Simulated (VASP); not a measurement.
A run of VASP 6.6.1 is set up as follows.

INCAR

```
SYSTEM = Rh
ALGO = Normal
EDIFF = 1E-6
ENCUT = 520
GGA = CA
ISIF = 2
ISMEAR = 1
LASPH = .True.
LCHARG = .False.
LREAL = .False.
LWAVE = .False.
NBANDS = 22
NELM = 100
PREC = Accurate
SIGMA = 0.1
```

KPOINTS

```
k-points
0
Gamma
  12 12 7
  0 0 0
```

Contents of POSCAR:

```
Rh
1.0
    2.7580211646      0.0000000000      0.0000000000
   -1.3790105823      2.3885183547      0.0000000000
    0.0000000000      0.0000000000      4.4723392874
Rh
2
Direct
    0.6666666667      0.3333333333      0.7500000000
    0.3333333333      0.6666666667      0.2500000000
```

Potentials or basis: VASP PAW LDA potentials, release 64 (Rh_pv).

Run with:

```sh
$ cat potpaw_LDA.64/Rh_pv/POTCAR > POTCAR
$ mpirun -np 1 vasp_std > vasp.out
```

Q: What does it give for the pressure?

A: -24.6 GPa.

Q: Predict the band gap on the k mesh.

A: Zero (band 15 reaches 11.11 eV, above the bottom of band 16 at 8.95 eV).

Stress tensor (GPa, compression positive):
```
-24.59   0.00   0.00
  0.00 -24.59   0.00
  0.00   0.00 -24.78
```
